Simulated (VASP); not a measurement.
# MgI2 (P-3m1) in VASP: settings compared, part 2 of 2

VASP 6.6.1.

## Step 3: Single point, r2SCAN

POSCAR

```
MgI2
1.0
    4.1572130612      0.0000000000      0.0000000000
   -2.0786065306      3.6002521199      0.0000000000
    0.0000000000      0.0000000000      6.8733253065
Mg I
1 2
Direct
    0.0000000000      0.0000000000      0.0000000000
    0.3333333333      0.6666666667      0.2426220900
    0.6666666667      0.3333333333      0.7573779100
```

INCAR.step1

```
SYSTEM = MgI2
  PREC = Accurate
  ENCUT = 660
  ISMEAR = 1
  SIGMA = 0.2
  LREAL = .FALSE.
  LASPH = .TRUE.
  NELM = 120
  NBANDS = 15
  GGA = PE
  ALGO = Normal
  EDIFF = 1E-5
  LWAVE = .TRUE.
  LCHARG = .FALSE.
  GGA_COMPAT = .FALSE.
```

INCAR.step2

```
SYSTEM = MgI2
  PREC = Accurate
  ENCUT = 660
  EDIFF = 1E-6
  ISMEAR = 1
  SIGMA = 0.2
  LREAL = .FALSE.
  LASPH = .TRUE.
  NELM = 120
  ALGO = Normal
  ISIF = 2
  LWAVE = .FALSE.
  LCHARG = .TRUE.
  METAGGA = R2SCAN
  LMIXTAU = .TRUE.
  LELF = .TRUE.
  LVHAR = .TRUE.
  NBANDS = 15
  ISTART = 1
  GGA_COMPAT = .FALSE.
```

KPOINTS

```
Automatic mesh
0
G
  6 6 4
  0 0 0
```

Potentials or basis: VASP PAW PBE potentials, release 64 (Mg, I).

Launch:

```console
> cat potpaw_PBE.64/Mg/POTCAR potpaw_PBE.64/I/POTCAR > POTCAR
> cp INCAR.step1 INCAR
> mpirun -np 1 vasp_std > vasp.out
> cp INCAR.step2 INCAR
> mpirun -np 1 vasp_std > vasp.out
```

OUTCAR:

```text
SYSTEM = MgI2
   PREC = Accurate
   ENCUT = 660
   EDIFF = 1E-6
   ISMEAR = 1
   LREAL = .FALSE.
   LASPH = .TRUE.
   NELM = 120
   ISIF = 2
   METAGGA = R2SCAN
   ISTART = 1

 ion  position               nearest neighbor table
   1  0.000  0.000  0.000-   2 2.92   3 2.92   2 2.92   3 2.92   3 2.92   2 2.92
   2  0.333  0.667  0.243-   1 2.92   1 2.92   1 2.92
   3  0.667  0.333  0.757-   1 2.92   1 2.92   1 2.92

  LATTYP: Found a hexagonal cell.
 ALAT       =     4.1572130612
 C/A-ratio  =     1.6533493004
[... 623 lines left out ...]

  FORCE on cell =-STRESS in cart. coord.  units (eV):
  Direction    XX          YY          ZZ          XY          YZ          ZX
  --------------------------------------------------------------------------------------
  -------------------------------------------------------------------------------------
  Total        0.3392635      0.3392635      0.3086344     -0.0000000     -0.0000000      0.0000000
  in kB        5.2837903      5.2837903      4.8067649     -0.0000000     -0.0000000      0.0000000
  external PRESSURE =       5.1247818 kB  Pullay stress =       0.0000000 kB

 VOLUME and BASIS-vectors are now :
 -----------------------------------------------------------------------------
  energy-cutoff  :      660.00
  volume of cell :      102.87
      direct lattice vectors                 reciprocal lattice vectors
     4.157213061  0.000000000  0.000000000     0.240545766  0.138879163  0.000000000
    -2.078606531  3.600252120  0.000000000     0.000000000  0.277758325  0.000000000
     0.000000000  0.000000000  6.873325306     0.000000000  0.000000000  0.145489986

 POSITION                                       TOTAL-FORCE (eV/Angst)
 -----------------------------------------------------------------------------------
      0.00000      0.00000      0.00000        -0.000000      0.000000      0.000000
     -0.00000      2.40017      1.66762         0.000000     -0.000000     -0.047660
      2.07861      1.20008      5.20570        -0.000000      0.000000      0.047660
 -----------------------------------------------------------------------------------
    total drift:                                0.000000      0.000000      0.000000

  FREE ENERGIE OF THE ION-ELECTRON SYSTEM (eV)
  ---------------------------------------------------
  free  energy   TOTEN  =       -56.9261922441 eV

  energy  without entropy=      -56.9316506489  energy(sigma->0) =      -56.92801171
```

OUTCAR.step1:

```text
SYSTEM = MgI2
   PREC = Accurate
   ENCUT = 660
   ISMEAR = 1
   LREAL = .FALSE.
   LASPH = .TRUE.
   NELM = 120
[... 654 lines left out ...]
      0.00000      0.00000      0.00000        -0.000000      0.000000      0.000000
     -0.00000      2.40017      1.66762         0.000000      0.000000     -0.002156
      2.07861      1.20008      5.20570         0.000000     -0.000000      0.002156
 -----------------------------------------------------------------------------------
    total drift:                               -0.000000      0.000000     -0.000000

  FREE ENERGIE OF THE ION-ELECTRON SYSTEM (eV)
  ---------------------------------------------------
  free  energy   TOTEN  =        -7.6958191781 eV

  energy  without entropy=       -7.7015234058  energy(sigma->0) =       -7.69772059
```

OSZICAR.step1:

```text
N       E                     dE             d eps       ncg     rms          rms(c)
DAV:   1     0.829109483042E+02    0.82911E+02   -0.65949E+03   720   0.102E+03
DAV:   2    -0.119101012884E+01   -0.84102E+02   -0.77640E+02   987   0.145E+02
DAV:   3    -0.772136771860E+01   -0.65304E+01   -0.65081E+01   958   0.450E+01
DAV:   4    -0.784597241665E+01   -0.12460E+00   -0.12459E+00   970   0.725E+00
DAV:   5    -0.784769870361E+01   -0.17263E-02   -0.17263E-02   988   0.795E-01    0.400E+00
DAV:   6    -0.772127165923E+01    0.12643E+00   -0.11091E-01   804   0.171E+00    0.273E+00
DAV:   7    -0.769742707742E+01    0.23845E-01   -0.12009E-01   902   0.174E+00    0.742E-01
DAV:   8    -0.769567883461E+01    0.17482E-02   -0.76628E-03   804   0.500E-01    0.267E-01
DAV:   9    -0.769582819488E+01   -0.14936E-03   -0.10288E-03   965   0.191E-01    0.980E-02
DAV:  10    -0.769581342493E+01    0.14770E-04   -0.37251E-05   902   0.427E-02    0.360E-02
DAV:  11    -0.769581917808E+01   -0.57531E-05   -0.12981E-05   805   0.234E-02
   1 F= -.76958192E+01 E0= -.76977206E+01  d E =0.570423E-02
```

Run time: 2.9 min. Hardware: 1 thread of AMD EPYC 9R45 (Zen 5), shared host; peak memory 0.28 GiB.

What came out:

| Quantity | Value |
| --- | --- |
| Free energy | -56.9262 eV |
| Pressure | 0.5 GPa |
| Largest force | 0.048 eV/Å |
| Band gap on the k mesh | 4.10 eV, indirect (least direct gap 4.48 eV) |

Forces in eV/Å, atoms in the order of the input:
```
Mg   0.000  0.000  0.000
I    0.000  0.000 -0.048
I    0.000  0.000  0.048
```

Caveat: the PAW data sets were made with another functional, which shifts forces and pressure a little; spin-orbit coupling is left out, which moves the levels of the heavy elements. A k mesh can miss the band edges.

## Step 4: Single point, r2SCAN

POSCAR is that of step 3.

INCAR.step1

```
PREC = Accurate
ENCUT = 660
ISMEAR = 0
SIGMA = 0.01
LREAL = F
LASPH = T
NELM = 120
NBANDS = 15
GGA = PE
ALGO = Normal
EDIFF = 1E-5
LWAVE = T
LCHARG = F
GGA_COMPAT = F
```

INCAR.step2

```
PREC = Accurate
ENCUT = 660
EDIFF = 1E-6
ISMEAR = 0
SIGMA = 0.01
LREAL = F
LASPH = T
NELM = 120
ALGO = Normal
ISIF = 2
LWAVE = F
LCHARG = F
METAGGA = R2SCAN
LMIXTAU = T
NBANDS = 15
ISTART = 1
GGA_COMPAT = F
```

KPOINTS

```
Automatic mesh
0
Gamma
  6 6 4
  0 0 0.5
```

Launch:

```console
> cat potpaw_PBE.64/Mg/POTCAR potpaw_PBE.64/I/POTCAR > POTCAR
> cp INCAR.step1 INCAR
> mpirun -np 1 vasp_std > vasp.out
> cp INCAR.step2 INCAR
> mpirun -np 1 vasp_std > vasp.out
```

Wall time 2.4 min (1 thread of AMD EPYC 9R45 (Zen 5), shared host); peak memory 0.27 GiB.

It converged, with:

```yaml
Free_energy: -56.9284 eV
Pressure: 0.5 GPa
Largest_force: 0.044 eV/Å
Band_gap_on_the_k_mesh: 4.21 eV, indirect (least direct gap 4.68 eV)
```

Forces on the atoms (eV/Å):
```
Mg   0.000  0.000  0.000
I    0.000  0.000 -0.044
I    0.000  0.000  0.044
```

Levels at points of the mesh, in eV from the valence-band top:
```
           k point  band 4  band 5  band 6  band 7  band 8  band 9  band 10  band 11  band 12  band 13
(0.00, 0.00, 0.12)   -0.38   -0.38   -0.09    0.00    0.00    4.74     5.54     7.35     7.35     8.25
```

Caveat: the PAW data sets were made with another functional, which shifts forces and pressure a little; spin-orbit coupling is left out, which moves the levels of the heavy elements.

## Step 5: Single point, r2SCAN+D3(BJ)

POSCAR is that of step 4.

INCAR.step1

```
SYSTEM = MgI2
PREC = Accurate ; ENCUT = 660
ISMEAR = 0 ; SIGMA = 0.01
LREAL = .FALSE. ; LASPH = .TRUE.
NELM = 120 ; NBANDS = 15
GGA = PE ; ALGO = Normal
EDIFF = 1E-5 ; LWAVE = .TRUE.
LCHARG = .FALSE. ; GGA_COMPAT = .FALSE.
```

INCAR.step2

```
SYSTEM = MgI2
PREC = Accurate ; ENCUT = 660
EDIFF = 1E-6 ; ISMEAR = 0
SIGMA = 0.01 ; LREAL = .FALSE.
LASPH = .TRUE. ; NELM = 120
ALGO = Normal ; ISIF = 2
LWAVE = .FALSE. ; LCHARG = .TRUE.
METAGGA = R2SCAN ; LMIXTAU = .TRUE.
IVDW = 12 ; VDW_S6 = 1.0
VDW_S8 = 0.78981345 ; VDW_A1 = 0.49484001
VDW_A2 = 5.73083694 ; LELF = .TRUE.
LVHAR = .TRUE. ; NBANDS = 15
ISTART = 1 ; GGA_COMPAT = .FALSE.
```

KPOINTS

```
Automatic mesh
0
G
  6 6 4
  0 0 0
```

Potentials or basis: VASP PAW PBE potentials, release 64 (Mg, I).

Launch:

```console
> cat potpaw_PBE.64/Mg/POTCAR potpaw_PBE.64/I/POTCAR > POTCAR
> cp INCAR.step1 INCAR
> mpirun -np 1 vasp_std > vasp.out
> cp INCAR.step2 INCAR
> mpirun -np 1 vasp_std > vasp.out
```

OUTCAR:

```text
SYSTEM = MgI2
   PREC = Accurate
   ENCUT = 660
   EDIFF = 1E-6
   ISMEAR = 0
   LREAL = .FALSE.
   LASPH = .TRUE.
   NELM = 120
   ISIF = 2
   METAGGA = R2SCAN
   IVDW = 12
   ISTART = 1
 IVDW          = 12

 ion  position               nearest neighbor table
   1  0.000  0.000  0.000-   2 2.92   3 2.92   2 2.92   3 2.92   3 2.92   2 2.92
   2  0.333  0.667  0.243-   1 2.92   1 2.92   1 2.92
   3  0.667  0.333  0.757-   1 2.92   1 2.92   1 2.92

  LATTYP: Found a hexagonal cell.
 ALAT       =     4.1572130612
 C/A-ratio  =     1.6533493004

  Lattice vectors:

 A1 = (   4.1572130612,   0.0000000000,   0.0000000000)
 A2 = (  -2.0786065306,   3.6002521199,   0.0000000000)
 A3 = (   0.0000000000,   0.0000000000,   6.8733253065)

Analysis of symmetry for initial positions (statically):
=====================================================================
 Subroutine PRICEL returns:
 Original cell was already a primitive cell.

 Routine SETGRP: Setting up the symmetry group for a
 hexagonal supercell.

 Subroutine GETGRP returns: Found 12 space group operations
 (whereof 12 operations were pure point group operations)
 out of a pool of 24 trial point group operations.

The static configuration has the point symmetry D_3d.

Analysis of symmetry for dynamics (positions and initial velocities):
=====================================================================
 Subroutine PRICEL returns:
 Original cell was already a primitive cell.

 Routine SETGRP: Setting up the symmetry group for a
 hexagonal supercell.

 Subroutine GETGRP returns: Found 12 space group operations
 (whereof 12 operations were pure point group operations)
 out of a pool of 24 trial point group operations.

The dynamic configuration has the point symmetry D_3d.

 Subroutine INISYM returns: Found 12 space group operations
 (whereof 12 operations are pure point group operations),
 and found     1 'primitive' translations

----------------------------------------------------------------------------------------

[... 124 lines left out ...]
 non-spin polarized calculation
 Gauss-broadening in eV      SIGMA  =   0.01
  energy-cutoff  :      660.00
  volume of cell :      102.87
 maximum number of plane-waves:      3980
 NGX is ok and might be reduce to    36
   NGX = 17   NGY = 17   NGZ = 29

 number of electron      16.0000001 magnetization

 Free energy of the ion-electron system (eV)
  ---------------------------------------------------
  ext. energy  EPLUGINS =         0.00000000
  ---------------------------------------------------
  free energy    TOTEN  =       -56.92842138 eV

  energy without entropy =      -56.92842138  energy(sigma->0) =      -56.92842138

 E-fermi :   2.1002     XC(G=0):  -8.5562

 val. band max:        2.0028145885   @ k =   0.0000   0.0000   0.0000
 cond. band min:       6.1045267169   @ k =   0.5000  -0.0000   0.2500
 fundamental gap:      4.1017121284
 Fermi energy:         2.1001841066

 k-point     1 :       0.0000    0.0000    0.0000
  band No.  band energies     occupation
      1     -10.4492      2.00000
      2      -9.6964      2.00000
      3      -1.5640      2.00000
      4       1.5124      2.00000
      5       1.5124      2.00000
      6       1.9115      2.00000
      7       1.9115      2.00000
      8       2.0028      2.00000
      9       6.4826      0.00000
     10       7.4177      0.00000
     11       9.2851      0.00000
     12       9.2851      0.00000
     13      10.1034      0.00000
     14      10.7543      0.00000
[... 401 lines left out ...]
      2      -9.5132      2.00000
      3      -1.1729      2.00000
      4      -0.8163      2.00000
      5      -0.8163      2.00000
      6      -0.2529      2.00000
      7       1.4306      2.00000
      8       1.4306      2.00000
      9       7.4323      0.00000
     10       8.3713      0.00000
     11       8.3713      0.00000
     12       9.8468      0.00000
     13      10.9598      0.00000
     14      11.2240      0.00000
     15      11.4512      0.00000

------------------------ aborting loop because EDIFF is reached ----------------------------------------

 Edisp (eV)   -0.43057

 E8    (eV) :    -0.1492

  FORCE on cell =-STRESS in cart. coord.  units (eV):
  Direction    XX          YY          ZZ          XY          YZ          ZX
  --------------------------------------------------------------------------------------
  -------------------------------------------------------------------------------------
  Total      -0.10922    -0.10922    -0.06766     0.00000    -0.00000     0.00000
  in kB      -1.70099    -1.70099    -1.05382     0.00000    -0.00000     0.00000
  external pressure =       -1.49 kB  Pullay stress =        0.00 kB

 VOLUME and BASIS-vectors are now :
 -----------------------------------------------------------------------------
  energy-cutoff  :      660.00
  volume of cell :      102.87
      direct lattice vectors                 reciprocal lattice vectors
     4.157213061  0.000000000  0.000000000     0.240545766  0.138879163  0.000000000
    -2.078606531  3.600252120  0.000000000     0.000000000  0.277758325  0.000000000
     0.000000000  0.000000000  6.873325306     0.000000000  0.000000000  0.145489986

 POSITION                                       TOTAL-FORCE (eV/Angst)
 -----------------------------------------------------------------------------------
      0.00000      0.00000      0.00000         0.000000      0.000000     -0.000000
     -0.00000      2.40017      1.66762         0.000000     -0.000000     -0.039541
      2.07861      1.20008      5.20570        -0.000000      0.000000      0.039541
 -----------------------------------------------------------------------------------
    total drift:                               -0.000000      0.000000      0.000000

  FREE ENERGIE OF THE ION-ELECTRON SYSTEM (eV)
  ---------------------------------------------------
  free  energy   TOTEN  =       -57.3589952843 eV

  energy  without entropy=      -57.3589952843  energy(sigma->0) =      -57.35899528
```

OUTCAR.step1:

```text
SYSTEM = MgI2
   PREC = Accurate
   ENCUT = 660
   ISMEAR = 0
   LREAL = .FALSE.
   LASPH = .TRUE.
   NELM = 120
[... 654 lines left out ...]
      0.00000      0.00000      0.00000         0.000000      0.000000      0.000000
     -0.00000      2.40017      1.66762        -0.000000      0.000000      0.000531
      2.07861      1.20008      5.20570         0.000000     -0.000000     -0.000531
 -----------------------------------------------------------------------------------
    total drift:                               -0.000000      0.000000      0.000000

  FREE ENERGIE OF THE ION-ELECTRON SYSTEM (eV)
  ---------------------------------------------------
  free  energy   TOTEN  =        -7.6982099305 eV

  energy  without entropy=       -7.6982099305  energy(sigma->0) =       -7.69820993
```

Wall time 2.4 min (1 thread of AMD EPYC 9R45 (Zen 5), shared host); peak memory 0.28 GiB.

Results:

| Quantity | Value |
| --- | --- |
| Free energy | -57.3590 eV |
| Pressure | -0.1 GPa |
| Largest force | 0.040 eV/Å |
| Band gap on the k mesh | 4.10 eV, indirect (least direct gap 4.48 eV) |
| Dispersion energy per atom | -0.144 eV |

Forces on the atoms (eV/Å):
```
Mg   0.000  0.000  0.000
I    0.000  0.000 -0.040
I    0.000  0.000  0.040
```

Caveat: the PAW data sets were made with another functional, which shifts forces and pressure a little; spin-orbit coupling is left out, which moves the levels of the heavy elements.

## Step 6: Single point, r2SCAN

POSCAR is that of step 5.

INCAR.step1

```
ALGO = Normal
EDIFF = 1E-5
ENCUT = 660
GGA = PE
GGA_COMPAT = False
ISMEAR = -1
LASPH = True
LCHARG = False
LREAL = False
LWAVE = True
NBANDS = 15
NELM = 120
PREC = Accurate
SIGMA = 0.001
```

INCAR.step2

```
ALGO = Normal
EDIFF = 1E-6
ENCUT = 660
GGA_COMPAT = False
ISIF = 2
ISMEAR = -1
ISTART = 1
LASPH = True
LCHARG = True
LELF = True
LMIXTAU = True
LREAL = False
LVHAR = True
LWAVE = False
METAGGA = R2SCAN
NBANDS = 15
NELM = 120
PREC = Accurate
SIGMA = 0.001
```

KPOINTS

```
k-points
0
Gamma
  6 6 4
```

Potentials or basis: VASP PAW PBE potentials, release 64 (Mg, I).

Launch:

```console
> cat potpaw_PBE.64/Mg/POTCAR potpaw_PBE.64/I/POTCAR > POTCAR
> cp INCAR.step1 INCAR
> mpirun -np 1 vasp_std > vasp.out
> cp INCAR.step2 INCAR
> mpirun -np 1 vasp_std > vasp.out
```

It took 1.9 min on 1 thread of AMD EPYC 9R45 (Zen 5), shared host; peak memory 0.28 GiB.

The run converged. Its results:

- Free energy: -56.9284 eV
- Pressure: 0.5 GPa
- Largest force: 0.044 eV/Å
- Band gap on the k mesh: 4.10 eV, indirect (least direct gap 4.48 eV)

Forces on the atoms (eV/Å):
```
Mg   0.000  0.000  0.000
I    0.000  0.000 -0.044
I    0.000  0.000  0.044
```

Levels at points of the mesh, in eV from the valence-band top:
| k point | band 4 | band 5 | band 6 | band 7 | band 8 | band 9 | band 10 | band 11 | band 12 | band 13 |
| --- | --- | --- | --- | --- | --- | --- | --- | --- | --- | --- |
| (0.00, 0.00, 0.00) | -0.49 | -0.49 | -0.09 | -0.09 | 0.00 | 4.48 | 5.41 | 7.28 | 7.28 | 8.10 |
| (0.50, 0.00, 0.00) | -2.86 | -1.90 | -1.43 | -0.92 | -0.49 | 4.19 | 5.96 | 6.01 | 7.52 | 8.66 |
| (0.00, 0.00, 0.50) | -1.46 | -0.39 | -0.39 | -0.20 | -0.20 | 5.40 | 5.53 | 7.09 | 7.09 | 8.39 |
| (0.50, 0.00, 0.50) | -3.26 | -1.25 | -1.15 | -0.83 | -0.73 | 4.13 | 5.76 | 6.23 | 6.62 | 8.36 |

Caveat: the PAW data sets were made with another functional, which shifts forces and pressure a little; spin-orbit coupling is left out, which moves the levels of the heavy elements. r2SCAN opens gaps a little over a GGA but as a rule still falls short of measured ones.

## Step 7: Summary

| level | k mesh | smearing | gap on the mesh (eV) | pressure (GPa) | largest force (eV/Å) |
| --- | --- | --- | --- | --- | --- |
| r2SCAN | 8 × 8 × 1 | gaussian 0.01 eV | 4.19 | 0.2 | 0.01 |
| r2SCAN | 6 × 6 × 4 | methfessel-paxton 0.2 eV | 4.10 | 0.5 | 0.05 |
| r2SCAN | 6 × 6 × 4, shifted | gaussian 0.01 eV | 4.21 | 0.5 | 0.04 |
| r2SCAN+D3(BJ) | 6 × 6 × 4 | gaussian 0.01 eV | 4.10 | -0.1 | 0.04 |
| r2SCAN | 6 × 6 × 4 | fermi-dirac 0.001 eV | 4.10 | 0.5 | 0.04 |

Alike in all rows: task single point; potentials or basis VASP PAW PBE potentials, release 64 (Mg, I); no spin polarisation; cell as given; cutoff (eV) 660.

Caveats: some runs use coarse meshes; the PAW data sets were made with another functional, which shifts forces and pressure a little; spin-orbit coupling is left out, which moves the levels of the heavy elements.

Absolute energies hang on the potentials; compare differences alone.
